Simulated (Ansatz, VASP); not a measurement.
RhC in VASP and in Ansatz

```xyz
2
Lattice="0.0000 2.1701 2.1701 2.1701 0.0000 2.1701 2.1701 2.1701 0.0000" Properties=species:S:1:pos:R:3 pbc="T T T"
Rh    0.0000    0.0000    0.0000
C     1.0850    1.0850    1.0850
```

Change from the starting cell: volume scaled by 0.85, LAPW.

Alike in both runs: task single point; functional PBE; k mesh 14 × 14 × 14; occupations fermi-dirac, width 0.1 eV; no spin polarisation.

|  | VASP | Ansatz |
| --- | --- | --- |
| version | VASP 6.6.1 | Ansatz 0.2.0 |
| potentials or method | VASP PAW PBE potentials, release 64 (Rh_pv, C), cutoff 520 eV | all-electron LAPW, scalar-relativistic |

Ansatz gave:

* pressure (GPa): 55.0

**Question.** Estimate VASP's values.

**Answer.** Pressure (GPa): 55.1.

Both programs put the cell under a high pressure, so it lies far from rest at this level. Ansatz ran all-electron here, and VASP with PAW potentials.
